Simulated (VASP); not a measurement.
Y, 1 atom in the cell. Symmetry: Im-3m, No. 229, cubic system. The conventional cell has a = 4.068 Å, b = 4.068 Å, c = 4.068 Å, α = 90.00°, β = 90.00°, γ = 90.00°. Y (site symmetry m-3m) has 14 Y at 3.52 to 4.07 Å within 4.6 Å. 

```yaml
Program: VASP 6.6.1
Task: single point
Functional: r2SCAN
Potentials_or_basis: VASP PAW PBE potentials, release 64 (Y_sv)
Cutoff: 520 eV
k_mesh: 20 × 20 × 20
Occupations: gaussian, width 0.1 eV
Spin: no spin polarisation
Dipole_correction: no
Further_INCAR_settings: ALGO = Normal; EDIFF = 1e-06; NBANDS = 12
```

Potentials or basis: VASP PAW PBE potentials, release 64 (Y_sv).

Launch:

```sh
$ cat potpaw_PBE.64/Y_sv/POTCAR > POTCAR
$ cp INCAR.step1 INCAR
$ mpirun -np 1 vasp_std > vasp.out
$ cp INCAR.step2 INCAR
$ mpirun -np 1 vasp_std > vasp.out
```

Hardware: 1 thread of Intel(R) Xeon(R) Platinum 8375C CPU @ 2.90GHz (Ice Lake), with other jobs on the host.

Estimate the wall time of this run.

Wall time 5.1 min on 1 thread of Intel(R) Xeon(R) Platinum 8375C CPU @ 2.90GHz (Ice Lake) (shared host), peak memory 0.27 GiB. Counts: k points 256.
